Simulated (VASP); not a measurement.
**AlP (m.b): single point with PBE**

Crystal: AlP (m.b).

```
Al P
1.0
     0.00000    2.75348    2.75348
     2.75348    0.00000    2.75348
     2.75348    2.75348    0.00000
Al P
1 1
Direct
  0.00000 0.00000 0.00000
  0.25000 0.25000 0.25000
```

```json
{
 "Program": "VASP 6.6.1",
 "Task": "single point",
 "Functional": "PBE",
 "Potentials or basis": "VASP PAW PBE potentials, release 64 (Al, P)",
 "Cutoff": "500 eV",
 "k mesh": "8 × 8 × 8",
 "Occupations": "gaussian, width 0.02 eV",
 "Spin": "no spin polarisation"
}
```

| Property | Result |
| --- | --- |
| Pressure | -0.1 GPa |
| Band gap on the k mesh | 1.63 eV, indirect (least direct gap 3.09 eV) |

Levels at points of the mesh, in eV from the valence-band top:
```tsv
k point	band 1	band 2	band 3	band 4	band 5	band 6	band 7	band 8
(0.00, 0.00, 0.00)	-11.36	0.00	0.00	0.00	3.09	4.53	4.53	4.53
(0.50, 0.00, 0.00)	-9.74	-5.41	-0.75	-0.75	2.72	4.81	4.81	8.20
(0.50, 0.50, 0.00)	-9.11	-5.22	-2.05	-2.05	1.63	2.47	10.85	10.85
```

Wall time 19 s on 1 thread of Intel Xeon 8259CL (shared host), peak memory 0.15 GiB.

A k mesh can miss the band edges. Expect the measured gap to be larger: semilocal functionals such as PBE lack the derivative discontinuity.
